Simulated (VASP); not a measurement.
# Li2S (Fm-3m) in VASP: single point with PBE

Aim: the single point of Li2S with PBE.

Program: VASP 6.6.1. These are calculated values, not measurements. Logs are shortened: lines on timing, memory, paths and dates and some standing lists are left out, and cuts for length are marked.

### Step 1. The cell of the first run

Symmetry: Fm-3m, No. 225, cubic system. The conventional cell has a = 5.671 Å, b = 5.671 Å, c = 5.671 Å, α = 90.00°, β = 90.00°, γ = 90.00°. S (site symmetry m-3m) has 8 Li at 2.46 Å within 3.2 Å. Within 3.2 Å of Li (site symmetry -43m) lie 4 S at 2.46 Å and 6 Li at 2.84 Å.

### Step 2. Single point, PBE

POSCAR reads:

```
Li2S
1.0
    0.0000000000      2.8355260000      2.8355260000
    2.8355260000      0.0000000000      2.8355260000
    2.8355260000      2.8355260000      0.0000000000
S Li
1 2
Direct
    0.0000000000      0.0000000000      0.0000000000
    0.2500000000      0.2500000000      0.2500000000
    0.7500000000      0.7500000000      0.7500000000
```

INCAR.step1 reads:

```
PREC     = Accurate       # precision mode
ENCUT    = 650            # plane-wave cutoff, eV
EDIFF    = 1E-6           # SCF threshold, eV
ISMEAR   = -1             # smearing method
SIGMA    = 0.1            # smearing width, eV
LREAL    = F              # projectors in reciprocal space
LASPH    = T              # aspherical terms in the spheres
NELM     = 120            # most SCF steps
ALGO     = Normal         # electronic algorithm
ISIF     = 2              # what is computed and relaxed
LWAVE    = F              # write WAVECAR
LCHARG   = T              # write CHGCAR
GGA      = PE             # functional
NBANDS   = 13             # bands
GGA_COMPAT= F            
NEDOS    = 2001           # points of the DOS
LORBIT   = 11             # projections on sites
```

KPOINTS.step1 reads:

```
regular mesh
0
Gamma
  8 8 8
```

INCAR.step2 reads:

```
PREC     = Accurate       # precision mode
ENCUT    = 650            # plane-wave cutoff, eV
EDIFF    = 1E-6           # SCF threshold, eV
ISMEAR   = -5             # smearing method
SIGMA    = 0.1            # smearing width, eV
LREAL    = F              # projectors in reciprocal space
LASPH    = T              # aspherical terms in the spheres
NELM     = 120            # most SCF steps
ALGO     = Normal         # electronic algorithm
ISIF     = 2              # what is computed and relaxed
LWAVE    = F              # write WAVECAR
LCHARG   = F              # write CHGCAR
GGA      = PE             # functional
LORBIT   = 11             # projections on sites
NEDOS    = 1001           # points of the DOS
ICHARG   = 11             # starting density
GGA_COMPAT= F
```

KPOINTS.step2 reads:

```
regular mesh
0
Gamma
  12 12 12
```

Potentials or basis: VASP PAW PBE potentials, release 64 (S, Li_sv).

On the command line:

```console
> cat potpaw_PBE.64/S/POTCAR potpaw_PBE.64/Li_sv/POTCAR > POTCAR
> cp INCAR.step1 INCAR
> cp KPOINTS.step1 KPOINTS
> mpirun -np 1 vasp_std > vasp.out
> cp INCAR.step2 INCAR
> cp KPOINTS.step2 KPOINTS
> mpirun -np 1 vasp_std > vasp.out
```

OUTCAR:

```text
PREC = Accurate
   ENCUT = 650
   EDIFF = 1E-6
   ISMEAR = -5
   LREAL = F
   LASPH = T
   NELM = 120
   ISIF = 2
   GGA = PE
   LORBIT = 11
   ICHARG = 11

 ion  position               nearest neighbor table
   1  0.000  0.000  0.000-   2 2.46   3 2.46   3 2.46   3 2.46   3 2.46   2 2.46   2 2.46   2 2.46

   2  0.250  0.250  0.250-   1 2.46   1 2.46   1 2.46   1 2.46
   3  0.750  0.750  0.750-   1 2.46   1 2.46   1 2.46   1 2.46

  LATTYP: Found a face centered cubic cell.
 ALAT       =     5.6710520000

  Lattice vectors:

 A1 = (   0.0000000000,   2.8355260000,   2.8355260000)
 A2 = (   2.8355260000,   0.0000000000,   2.8355260000)
 A3 = (   2.8355260000,   2.8355260000,   0.0000000000)

Analysis of symmetry for initial positions (statically):
=====================================================================
 Subroutine PRICEL returns:
 Original cell was already a primitive cell.

 Routine SETGRP: Setting up the symmetry group for a
 face centered cubic supercell.

 Subroutine GETGRP returns: Found 48 space group operations
 (whereof 48 operations were pure point group operations)
 out of a pool of 48 trial point group operations.

The static configuration has the point symmetry O_h .

Analysis of symmetry for dynamics (positions and initial velocities):
=====================================================================
 Subroutine PRICEL returns:
 Original cell was already a primitive cell.

 Routine SETGRP: Setting up the symmetry group for a
 face centered cubic supercell.

 Subroutine GETGRP returns: Found 48 space group operations
 (whereof 48 operations were pure point group operations)
 out of a pool of 48 trial point group operations.

The dynamic configuration has the point symmetry O_h .

 Subroutine INISYM returns: Found 48 space group operations
 (whereof 48 operations are pure point group operations),
 and found     1 'primitive' translations

----------------------------------------------------------------------------------------

                                     Primitive cell

  volume of cell :      45.5964

  direct lattice vectors                    reciprocal lattice vectors
     0.000000000  2.835526000  2.835526000    -0.176334126  0.176334126  0.176334126
     2.835526000  0.000000000  2.835526000     0.176334126 -0.176334126  0.176334126
     2.835526000  2.835526000  0.000000000     0.176334126  0.176334126 -0.176334126

  length of vectors
     4.010039326  4.010039326  4.010039326     0.305419666  0.305419666  0.305419666

  position of ions in fractional coordinates (direct lattice)
     0.000000000  0.000000000  0.000000000
     0.250000000  0.250000000  0.250000000
     0.750000000  0.750000000  0.750000000

  ion indices of the primitive-cell ions
   primitive index   ion index
                 1           1
                 2           2
                 3           3

----------------------------------------------------------------------------------------

 KPOINTS: regular mesh

Automatic generation of k-mesh.
 Grid dimensions read from file:
 generate k-points for:   12   12   12

 Generating k-lattice:

  Cartesian coordinates                     Fractional coordinates (reciprocal lattice)
    -0.014694511  0.014694511  0.014694511     0.083333333  0.000000000  0.000000000
     0.014694511 -0.014694511  0.014694511     0.000000000  0.083333333  0.000000000
     0.014694511  0.014694511 -0.014694511     0.000000000  0.000000000  0.083333333

  Length of vectors
     0.025451639  0.025451639  0.025451639

  Shift w.r.t. Gamma in fractional coordinates (k-lattice)
     0.000000000  0.000000000  0.000000000

 TETIRR: Found    247 inequivalent tetrahedra from    10368

 Subroutine IBZKPT returns following result:
 ===========================================

 Found     72 irreducible k-points:

 Following reciprocal coordinates:
            Coordinates               Weight
  0.000000  0.000000  0.000000      1.000000
  0.083333  0.000000  0.000000      8.000000
  0.166667  0.000000  0.000000      8.000000
  0.250000  0.000000  0.000000      8.000000
  0.333333  0.000000  0.000000      8.000000
  0.416667  0.000000  0.000000      8.000000
[... 16 lines left out ...]
  0.500000  0.166667  0.000000     24.000000
 -0.416667  0.166667  0.000000     24.000000
 [... further k-points ...]
   k-points           NKPTS =     72   k-points in BZ     NKDIM =     72   number of bands    NBANDS=     10
   number of dos      NEDOS =   1001   number of ions     NIONS =      3
   total plane-waves  NPLWV =  46656
   dimension x,y,z NGX =    36 NGY =   36 NGZ =   36
   dimension x,y,z NGXF=    72 NGYF=   72 NGZF=   72
   ions per type =               1   2
   NGX,Y,Z   is equivalent  to a cutoff of  14.92, 14.92, 14.92 a.u.
   NGXF,Y,Z  is equivalent  to a cutoff of  29.85, 29.85, 29.85 a.u.
 SYSTEM =  unknown system
   PREC   = accura    normal or accurate (medium, high low for compatibility)
   ISTART =      0    job   : 0-new  1-cont  2-samecut
   ICHARG =     11    charge: 1-file 2-atom 10-const
   ISPIN  =      1    spin polarized calculation?
   LNONCOLLINEAR =      F non collinear calculations
   LSORBIT =      F    spin-orbit coupling
   LASPH  =      T    aspherical Exc in radial PAW
   ENCUT  =  650.0 eV  47.77 Ry    6.91 a.u.   8.34  8.34  8.34*2*pi/ulx,y,z
   NELM   =    120;   NELMIN=  2; NELMDL=  0     # of ELM steps
   EDIFF  = 0.1E-05   stopping-criterion for ELM
   LREAL  =      F    real-space projection
[... 7 lines left out ...]
   TEBEG  =    0.0;   TEEND  =   0.0 temperature during run
   PSTRESS=    0.0 pullay stress
   NELECT =      12.0000    total number of electrons
   NUPDOWN=      -1.0000    fix difference up-down
   EMIN   =  10.00;   EMAX   =-10.00  energy-range for DOS
   EFERMI =   0.00;   METHOD = LEGACY
   ISMEAR =    -5;   SIGMA  =   0.10  broadening in eV -4-tet -1-fermi 0-gaus
   EFERMI_NEDOS =   21; number of points for ismear=-14 and -15
   IALGO  =     38    algorithm
   IMIX   =      4    mixing-type and parameters
     AMIX     =   0.40;   BMIX     =  1.00
     AMIX_MAG =   1.60;   BMIX_MAG =  1.00
  volume/ion in A,a.u.               =      15.20       102.57
  Fermi-wavevector in a.u.,A,eV,Ry     =   1.049119  1.982548 14.975275  1.100652
  Thomas-Fermi vector in A             =   2.184069
   LORBIT       =     11    0 simple, 1 ext, 2 COOP (PROOUT), +10 PAW based schemes
   GGA     = PE    functional components
   LHFCALC =     F    Hartree Fock is set to
   AEXX    =    0.0000 exact exchange contribution
   IVDW    =     0    specifies the selected vdW correction
   LEPSILON=     F    determine dielectric tensor
   LRPA    =     F    only Hartree local field effects (RPA)
 non-spin polarized calculation
 Fermi weights with tetrahedron method with Bloechl corrections
  energy-cutoff  :      650.00
  volume of cell :       45.60
 maximum number of plane-waves:      1736
 NGX is ok and might be reduce to    36

 number of electron      11.9999997 magnetization

 Free energy of the ion-electron system (eV)
  ---------------------------------------------------
  ext. energy  EPLUGINS =         0.00000000
  ---------------------------------------------------
  free energy    TOTEN  =       -11.99348620 eV

  energy without entropy =      -11.99348620  energy(sigma->0) =      -11.99348620

 E-fermi :   1.5727     XC(G=0):  -8.5614

 val. band max:        1.5513657741   @ k =   0.0000   0.0000   0.0000
 cond. band min:       4.9311877248   @ k =   0.5000   0.5000   0.0000
 fundamental gap:      3.3798219507
 Fermi energy:         1.5727316611

 k-point     1 :       0.0000    0.0000    0.0000
  band No.  band energies     occupation
      1     -42.5969      2.00000
      2     -42.5518      2.00000
      3      -9.5099      2.00000
      4       1.5514      2.00000
      5       1.5514      2.00000
      6       1.5514      2.00000
      7       5.8981      0.00000
      8       7.7876      0.00000
      9       7.7876      0.00000
     10       7.7876      0.00000

 k-point     2 :       0.0833    0.0000    0.0000
  band No.  band energies     occupation
      1     -42.5961      2.00000
      2     -42.5527      2.00000
      3      -9.4837      2.00000
      4       1.2575      2.00000
      5       1.5095      2.00000
      6       1.5095      2.00000
      7       6.1153      0.00000
      8       7.9017      0.00000
      9       7.9017      0.00000
     10       7.9512      0.00000

 k-point     3 :       0.1667    0.0000    0.0000
  band No.  band energies     occupation
      1     -42.5937      2.00000
      2     -42.5548      2.00000
      3      -9.4099      2.00000
      4       0.5856      2.00000
      5       1.4017      2.00000
      6       1.4017      2.00000
      7       6.5572      0.00000
      8       8.1660      0.00000
      9       8.1660      0.00000
     10       8.4122      0.00000
[... 248 lines left out ...]
 k-point    23 :       0.5000    0.1667    0.0000
  band No.  band energies     occupation
      1     -42.5772      2.00000
      2     -42.5698      2.00000
      3      -9.0351      2.00000
      4      -1.1279      2.00000
      5       0.5880      2.00000
      6       0.7582      2.00000
      7       7.2239      0.00000
      8       8.7288      0.00000
      9       8.9914      0.00000
     10      10.1741      0.00000

 k-point    24 :      -0.4167    0.1667    0.0000
  band No.  band energies     occupation
      1     -42.5749      2.00000
      2     -42.5721      2.00000
      3      -9.0258      2.00000
      4      -1.1734      2.00000
      5       0.4768      2.00000
      6       0.8538      2.00000
      7       7.4627      0.00000
      8       8.5449      0.00000
      9       8.9131      0.00000
     10      10.5705      0.00000

 [... further k-points ...]

------------------------ aborting loop because EDIFF is reached ----------------------------------------

  FORCE on cell =-STRESS in cart. coord.  units (eV):
  Direction    XX          YY          ZZ          XY          YZ          ZX
  --------------------------------------------------------------------------------------
  -------------------------------------------------------------------------------------
  Total        0.1720465      0.1720465      0.1720465      0.0000000      0.0000000     -0.0000000
  in kB        6.0454069      6.0454069      6.0454069      0.0000000      0.0000000     -0.0000000
  external PRESSURE =       6.0454069 kB  Pullay stress =       0.0000000 kB

 VOLUME and BASIS-vectors are now :
 -----------------------------------------------------------------------------
  energy-cutoff  :      650.00
  volume of cell :       45.60
      direct lattice vectors                 reciprocal lattice vectors
     0.000000000  2.835526000  2.835526000    -0.176334126  0.176334126  0.176334126
     2.835526000  0.000000000  2.835526000     0.176334126 -0.176334126  0.176334126
     2.835526000  2.835526000  0.000000000     0.176334126  0.176334126 -0.176334126

 POSITION                                       TOTAL-FORCE (eV/Angst)
 -----------------------------------------------------------------------------------
      0.00000      0.00000      0.00000         0.000000      0.000000      0.000000
      1.41776      1.41776      1.41776        -0.000000      0.000000      0.000000
      4.25329      4.25329      4.25329         0.000000     -0.000000     -0.000000
 -----------------------------------------------------------------------------------
    total drift:                                0.000000      0.000000      0.000000

  FREE ENERGIE OF THE ION-ELECTRON SYSTEM (eV)
  ---------------------------------------------------
  free  energy   TOTEN  =       -11.9934861952 eV

  energy  without entropy=      -11.9934861952  energy(sigma->0) =      -11.99348620

 total charge

# of ion       s       p       d       tot
------------------------------------------
    1        1.302   2.497   0.000   3.799
    2        2.022   0.058   0.000   2.081
    3        2.022   0.058   0.000   2.081
--------------------------------------------------
tot          5.346   2.614   0.000   7.960
```

It took 1.8 min on 1 thread of Intel Xeon 8259CL, shared host; peak memory 0.2 GiB.

What came out:

* Valence electrons inside the program's atomic spheres: S 3.80; Li 2.08

Levels at points of the mesh, in eV from the valence-band top:
```tsv
k point	band 2	band 3	band 4	band 5	band 6	band 7	band 8	band 9	band 10
(0.00, 0.00, 0.00)	-44.10	-11.06	0.00	0.00	0.00	4.35	6.24	6.24	6.24
(0.50, 0.00, 0.00)	-44.12	-10.62	-2.92	-0.52	-0.52	6.18	6.58	6.58	8.48
(0.50, 0.50, 0.00)	-44.12	-10.49	-2.19	-1.45	-1.45	3.38	7.13	11.20	11.20
```
